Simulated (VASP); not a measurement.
# TePb (Fm-3m) in VASP: further runs

The runs below take TePb through single point, with PBEsol.

Everything below comes from runs of VASP 6.6.1. Logs are shortened: lines on timing, memory, paths and dates and some standing lists are left out, and cuts for length are marked.

## Step 1: The cell of the first run

It takes space group Fm-3m (No. 225, cubic). Conventional cell: a = 6.330 Å, b = 6.330 Å, c = 6.330 Å, α = 90.00°, β = 90.00°, γ = 90.00°. Within 4.2 Å of Pb (site symmetry m-3m) lie 6 Te at 3.17 Å. Within 4.2 Å of Te (site symmetry m-3m) lie 6 Pb at 3.17 Å.

## Step 2: Single point, PBEsol, non-collinear spin, zero start, spin-orbit coupling

Input file INCAR:

```
SYSTEM = TePb
PREC = Accurate
ENCUT = 500
EDIFF = 1E-6
ISMEAR = -1
SIGMA = 0.05
LREAL = .FALSE.
LASPH = .TRUE.
NELM = 200
ALGO = Normal
ISIF = 2
LWAVE = .FALSE.
LCHARG = .FALSE.
MAGMOM = 0 0 0 0 0 0
LORBIT = 11
LSORBIT = .TRUE.
GGA_COMPAT = .FALSE.
LORBMOM = .TRUE.
GGA = PS
NBANDS = 32
```

Input file KPOINTS:

```
regular mesh
0
G
  7 7 7
  0 0 0
```

Input file POSCAR:

```
TePb
1.0
    0.0000000000      3.1650427173      3.1650427173
    3.1650427173      0.0000000000      3.1650427173
    3.1650427173      3.1650427173      0.0000000000
Pb Te
1 1
Direct
    0.0000000000      0.0000000000      0.0000000000
    0.5000000000      0.5000000000      0.5000000000
```

Potentials or basis: VASP PAW PBE potentials, release 64 (Pb_d, Te).

Launch:

```sh
$ cat potpaw_PBE.64/Pb_d/POTCAR potpaw_PBE.64/Te/POTCAR > POTCAR
$ mpirun -np 1 vasp_ncl > vasp.out
```

OUTCAR:

```text
SYSTEM = TePb
   PREC = Accurate
   ENCUT = 500
   EDIFF = 1E-6
   ISMEAR = -1
   LREAL = .FALSE.
   LASPH = .TRUE.
   NELM = 200
   ISIF = 2
   LORBIT = 11
   LSORBIT = .TRUE.
   GGA = PS

 ion  position               nearest neighbor table
   1  0.000  0.000  0.000-   2 3.17   2 3.17   2 3.17   2 3.17   2 3.17   2 3.17
   2  0.500  0.500  0.500-   1 3.17   1 3.17   1 3.17   1 3.17   1 3.17   1 3.17

  LATTYP: Found a face centered cubic cell.
 ALAT       =     6.3300854346

  Lattice vectors:

 A1 = (   0.0000000000,   3.1650427173,   3.1650427173)
 A2 = (   3.1650427173,   0.0000000000,   3.1650427173)
 A3 = (   3.1650427173,   3.1650427173,   0.0000000000)

Analysis of symmetry for initial positions (statically):
=====================================================================
 Subroutine PRICEL returns:
 Original cell was already a primitive cell.

 Routine SETGRP: Setting up the symmetry group for a
 face centered cubic supercell.

 Subroutine GETGRP returns: Found 48 space group operations
 (whereof 48 operations were pure point group operations)
 out of a pool of 48 trial point group operations.

The static configuration has the point symmetry O_h .

Analysis of symmetry for dynamics (positions and initial velocities):
=====================================================================
 Subroutine PRICEL returns:
 Original cell was already a primitive cell.

 Routine SETGRP: Setting up the symmetry group for a
 face centered cubic supercell.

 Subroutine GETGRP returns: Found 48 space group operations
 (whereof 48 operations were pure point group operations)
 out of a pool of 48 trial point group operations.

The dynamic configuration has the point symmetry O_h .

Analysis of structural, dynamic, and magnetic symmetry:
=====================================================================
 Subroutine PRICEL returns:
 Original cell was already a primitive cell.

 Routine SETGRP: Setting up the symmetry group for a
 face centered cubic supercell.

 Subroutine GETGRP returns: Found 48 space group operations
 (whereof 48 operations were pure point group operations)
 out of a pool of 48 trial point group operations.

The overall configuration has the point symmetry O_h .

 Subroutine INISYM returns: Found 48 space group operations
 (whereof 48 operations are pure point group operations),
 and found     1 'primitive' translations

----------------------------------------------------------------------------------------

                                     Primitive cell

  volume of cell :      63.4116

  direct lattice vectors                    reciprocal lattice vectors
     0.000000000  3.165042717  3.165042717    -0.157975751  0.157975751  0.157975751
     3.165042717  0.000000000  3.165042717     0.157975751 -0.157975751  0.157975751
     3.165042717  3.165042717  0.000000000     0.157975751  0.157975751 -0.157975751

  length of vectors
     4.476046336  4.476046336  4.476046336     0.273622027  0.273622027  0.273622027

  position of ions in fractional coordinates (direct lattice)
     0.000000000  0.000000000  0.000000000
     0.500000000  0.500000000  0.500000000

  ion indices of the primitive-cell ions
   primitive index   ion index
                 1           1
                 2           2

----------------------------------------------------------------------------------------

 KPOINTS: regular mesh

Automatic generation of k-mesh.
 Grid dimensions read from file:
 generate k-points for:    7    7    7

 Generating k-lattice:

[... 91 lines left out ...]
   NGX = 17   NGY = 17   NGZ = 17

 number of electron      19.9999998 magnetization       0.0000000      0.0000000     -0.0000000

 number of electron      19.9999998 magnetization      -0.0000000     -0.0000000      0.0000000

 number of electron      19.9999998 magnetization       0.0000000      0.0000000      0.0000000

 number of electron      19.9999998 magnetization      -0.0000000     -0.0000000     -0.0000000

 Free energy of the ion-electron system (eV)
  ---------------------------------------------------
  ext. energy  EPLUGINS =         0.00000000
  ---------------------------------------------------
  free energy    TOTEN  =        -8.77183848 eV

  energy without entropy =       -8.77080889  energy(sigma->0) =       -8.77132369

 E-fermi :   6.3137     XC(G=0):  -9.7460

 val. band max:        6.1508983924   @ k =   0.4286   0.0000   0.0000
 cond. band min:       6.4612963389   @ k =   0.4286   0.0000   0.0000
 fundamental gap:      0.3103979465
 Fermi energy:         6.3137456198

 k-point     1 :       0.0000    0.0000    0.0000
  band No.  band energies     occupation
      1     -11.8886      1.00000
      2     -11.8886      1.00000
      3     -11.8886      1.00000
      4     -11.8886      1.00000
      5      -9.3468      1.00000
      6      -9.3468      1.00000
[... 689 lines left out ...]
     31      16.5702      0.00000
     32      16.5702      0.00000

------------------------ aborting loop because EDIFF is reached ----------------------------------------

  FORCE on cell =-STRESS in cart. coord.  units (eV):
  Direction    XX          YY          ZZ          XY          YZ          ZX
  --------------------------------------------------------------------------------------
  -------------------------------------------------------------------------------------
  Total        0.9449699      0.9449699      0.9449699      0.0000000      0.0000000      0.0000000
  in kB       23.8759036     23.8759036     23.8759036      0.0000000      0.0000000      0.0000000
  external PRESSURE =      23.8759036 kB  Pullay stress =       0.0000000 kB

 VOLUME and BASIS-vectors are now :
 -----------------------------------------------------------------------------
  energy-cutoff  :      500.00
  volume of cell :       63.41
      direct lattice vectors                 reciprocal lattice vectors
     0.000000000  3.165042717  3.165042717    -0.157975751  0.157975751  0.157975751
     3.165042717  0.000000000  3.165042717     0.157975751 -0.157975751  0.157975751
     3.165042717  3.165042717  0.000000000     0.157975751  0.157975751 -0.157975751

 POSITION                                       TOTAL-FORCE (eV/Angst)
 -----------------------------------------------------------------------------------
      0.00000      0.00000      0.00000         0.000000      0.000000     -0.000000
      3.16504      3.16504      3.16504        -0.000000     -0.000000      0.000000
 -----------------------------------------------------------------------------------
    total drift:                               -0.000000      0.000000      0.000000

  FREE ENERGIE OF THE ION-ELECTRON SYSTEM (eV)
  ---------------------------------------------------
  free  energy   TOTEN  =        -8.7718384817 eV

  energy  without entropy=       -8.7708088931  energy(sigma->0) =       -8.77132369

 orbital moment (x)

 # of ion     p       d       tot
 ----------------------------------------
  1         0.000  -0.000  -0.000
  2         0.000   0.000   0.000
 ----------------------------------------
            0.000  -0.000  -0.000

 orbital moment (y)

 # of ion     p       d       tot
 ----------------------------------------
  1         0.000  -0.000  -0.000
  2         0.000  -0.000  -0.000
 ----------------------------------------
            0.000  -0.000  -0.000

 orbital moment (z)

 # of ion     p       d       tot
 ----------------------------------------
  1         0.000   0.000   0.000
  2         0.000   0.000   0.000
 ----------------------------------------
            0.000   0.000   0.000

 Spin-Orbit-Coupling matrix elements

 Ion:    1  E_soc:     -0.9226754
 l=   1
     0.0000000    -0.0860010    -0.0860010
    -0.0860010     0.0000000    -0.0860010
    -0.0860010    -0.0860010     0.0000000
 l=   2
     0.0000000    -0.0135594     0.0000000    -0.0135594    -0.0542188
    -0.0135594     0.0000000    -0.0406641    -0.0135594    -0.0135547
     0.0000000    -0.0406641     0.0000000    -0.0406641     0.0000000
    -0.0135594    -0.0135594    -0.0406641     0.0000000    -0.0135547
    -0.0542188    -0.0135547     0.0000000    -0.0135547     0.0000000
 l=   3
     0.0000000     0.0000000     0.0000000     0.0000000     0.0000000     0.0000000     0.0000000
     0.0000000     0.0000000     0.0000000     0.0000000     0.0000000     0.0000000     0.0000000
     0.0000000     0.0000000     0.0000000     0.0000000     0.0000000     0.0000000     0.0000000
     0.0000000     0.0000000     0.0000000     0.0000000     0.0000000     0.0000000     0.0000000
     0.0000000     0.0000000     0.0000000     0.0000000     0.0000000     0.0000000     0.0000000
     0.0000000     0.0000000     0.0000000     0.0000000     0.0000000     0.0000000     0.0000000
     0.0000000     0.0000000     0.0000000     0.0000000     0.0000000     0.0000000     0.0000000

 Ion:    2  E_soc:     -0.2117839
 l=   1
     0.0000000    -0.0353466    -0.0353466
    -0.0353466     0.0000000    -0.0353466
    -0.0353466    -0.0353466     0.0000000
 l=   2
     0.0000000    -0.0000144     0.0000000    -0.0000144     0.0000636
    -0.0000144     0.0000000     0.0000477    -0.0000144     0.0000159
     0.0000000     0.0000477     0.0000000     0.0000477     0.0000000
    -0.0000144    -0.0000144     0.0000477     0.0000000     0.0000159
     0.0000636     0.0000159     0.0000000     0.0000159     0.0000000
 l=   3
     0.0000000     0.0000000     0.0000000     0.0000000     0.0000000     0.0000000     0.0000000
     0.0000000     0.0000000     0.0000000     0.0000000     0.0000000     0.0000000     0.0000000
     0.0000000     0.0000000     0.0000000     0.0000000     0.0000000     0.0000000     0.0000000
     0.0000000     0.0000000     0.0000000     0.0000000     0.0000000     0.0000000     0.0000000
     0.0000000     0.0000000     0.0000000     0.0000000     0.0000000     0.0000000     0.0000000
     0.0000000     0.0000000     0.0000000     0.0000000     0.0000000     0.0000000     0.0000000
     0.0000000     0.0000000     0.0000000     0.0000000     0.0000000     0.0000000     0.0000000

 total charge

# of ion       s       p       d       tot
------------------------------------------
    1        1.432   0.652   9.835  11.920
    2        1.384   1.986   0.025   3.394
--------------------------------------------------
tot          2.816   2.638   9.860  15.314

 magnetization (x)

# of ion       s       p       d       tot
------------------------------------------
    1        0.000  -0.000   0.000   0.000
    2        0.000  -0.000   0.000  -0.000
--------------------------------------------------
tot          0.000  -0.000   0.000  -0.000

 magnetization (y)

# of ion       s       p       d       tot
------------------------------------------
    1        0.000  -0.000   0.000   0.000
    2        0.000  -0.000   0.000  -0.000
--------------------------------------------------
tot          0.000  -0.000   0.000  -0.000

 magnetization (z)

# of ion       s       p       d       tot
------------------------------------------
    1        0.000  -0.000   0.000  -0.000
    2       -0.000   0.000   0.000  -0.000
--------------------------------------------------
tot         -0.000  -0.000   0.000  -0.000
```

Wall time 65 s (1 thread of Intel Xeon 6975P-C (Granite Rapids), shared host); peak memory 0.4 GiB.

What came out:

| Property | Result |
| --- | --- |
| Free energy | -8.7718 eV |
| Pressure | 2.4 GPa |
| Net moment | 0.00 μB per cell |
| Valence electrons inside the program's atomic spheres | Pb 11.92; Te 3.39 |

Moments on the atoms (μB; x, y, z):
```
Pb  0.00 0.00 0.00
Te  0.00 0.00 0.00
```

Caveat: this odd mesh misses L, where the gap lies, so gap, dielectric constants and Born charges aren't listed; the PAW data sets were made with another functional, which shifts forces and pressure a little.

## Step 3: Single point, PBEsol, non-collinear spin, zero start, spin-orbit coupling

This run uses another cell than the first one, of 32.38 Å³/atom, 1.021 times its volume.

Input file INCAR:

```
SYSTEM = TePb
PREC     = Accurate       ! precision mode
ENCUT    = 500            ! plane-wave cutoff, eV
EDIFF    = 1E-6           ! SCF threshold, eV
ISMEAR   = -1             ! smearing method
SIGMA    = 0.05           ! smearing width, eV
LREAL    = .FALSE.        ! projectors in reciprocal space
LASPH    = .TRUE.         ! aspherical terms in the spheres
NELM     = 200            ! most SCF steps
ALGO     = Normal         ! electronic algorithm
ISIF     = 2              ! what is computed and relaxed
LWAVE    = .FALSE.        ! write WAVECAR
LCHARG   = .FALSE.        ! write CHGCAR
MAGMOM   = 0 0 0 0 0 0    ! initial moments
LORBIT   = 11             ! projections on sites
LSORBIT  = .TRUE.         ! spin-orbit coupling
GGA_COMPAT= .FALSE.      
LORBMOM  = .TRUE.       
GGA      = PS             ! functional
NBANDS   = 32             ! bands
```

Input file KPOINTS:

```
Automatic mesh
0
G
  7 7 7
  0 0 0
```

Input file POSCAR:

```
TePb
1.0
    0.0000000000      3.1873324849      3.1873324849
    3.1873324849      0.0000000000      3.1873324849
    3.1873324849      3.1873324849      0.0000000000
Pb Te
1 1
Direct
    0.0000000000      0.0000000000      0.0000000000
    0.5000000000      0.5000000000      0.5000000000
```

Potentials or basis: VASP PAW PBE potentials, release 64 (Pb_d, Te).

Launch:

```sh
$ cat potpaw_PBE.64/Pb_d/POTCAR potpaw_PBE.64/Te/POTCAR > POTCAR
$ mpirun -np 1 vasp_ncl > vasp.out
```

Wall time 48 s (1 thread of Intel Xeon 6975P-C (Granite Rapids), shared host); peak memory 0.39 GiB.

Results (log left out):

| Quantity | Value |
| --- | --- |
| Free energy | -8.7876 eV |
| Pressure | 1.3 GPa |
| Net moment | 0.00 μB per cell |
| Valence electrons inside the program's atomic spheres | Pb 11.90; Te 3.39 |

Moments on the atoms (μB; x, y, z):
```
Pb  0.00 0.00 0.00
Te  0.00 0.00 0.00
```

Caveat: this odd mesh misses L, where the gap lies, so gap, dielectric constants and Born charges aren't listed; the PAW data sets were made with another functional, which shifts forces and pressure a little.

(Part 1 of 2 ends here.)
